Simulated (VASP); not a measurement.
Write the native input for VASP 6.6.1 that does the following.

| Quantity | Value |
| --- | --- |
| Task | single point |
| Functional | r2SCAN |
| Potentials or basis | VASP PAW PBE potentials, release 64 (La, C) |
| Cutoff | 520 eV |
| k mesh | 10 × 10 × 10 |
| Occupations | gaussian, width 0.05 eV |
| Spin | no spin polarisation |
| Dipole correction | no |
| Further INCAR settings | ALGO = Normal; EDIFF = 1e-06; NBANDS = 14 |

The system is LaC.

```
CELL_PARAMETERS angstrom
3.28535 0.00000 0.00000
0.00000 3.28535 0.00000
0.00000 0.00000 3.28535
ATOMIC_POSITIONS crystal
La 0.00000 0.00000 0.00000
C 0.50000 0.50000 0.50000
```

The input as run:

POSCAR

```
LaC
1.0
    3.2853548459      0.0000000000      0.0000000000
    0.0000000000      3.2853548459      0.0000000000
    0.0000000000      0.0000000000      3.2853548459
La C
1 1
Direct
    0.0000000000      0.0000000000      0.0000000000
    0.5000000000      0.5000000000      0.5000000000
```

INCAR.step1

```
PREC = Accurate
ENCUT = 520
ISMEAR = 0
SIGMA = 0.05
LREAL = F
LASPH = T
NELM = 60
NBANDS = 14
GGA = PE
ALGO = Normal
EDIFF = 1E-4
LWAVE = T
LCHARG = F
```

INCAR.step2

```
PREC = Accurate
ENCUT = 520
EDIFF = 1E-6
ISMEAR = 0
SIGMA = 0.05
LREAL = F
LASPH = T
NELM = 60
ALGO = Normal
ISIF = 2
LWAVE = F
LCHARG = F
METAGGA = R2SCAN
LMIXTAU = T
NBANDS = 14
ISTART = 1
```

KPOINTS

```
regular mesh
0
Gamma
  10 10 10
```

Potentials or basis: VASP PAW PBE potentials, release 64 (La, C).

The run is started by

```console
$ cat potpaw_PBE.64/La/POTCAR potpaw_PBE.64/C/POTCAR > POTCAR
$ cp INCAR.step1 INCAR
$ mpirun -np 1 vasp_std > vasp.out
$ cp INCAR.step2 INCAR
$ mpirun -np 1 vasp_std > vasp.out
```

It gave:

```json
{"Pressure": "-0.2 GPa"}
```

Caveat: the PAW data sets were made with another functional, which shifts forces and pressure a little.

Wall time 64 s on 1 thread of AMD EPYC 9R45 96-Core Processor (Zen 5), on a shared host, peak memory 0.15 GiB.
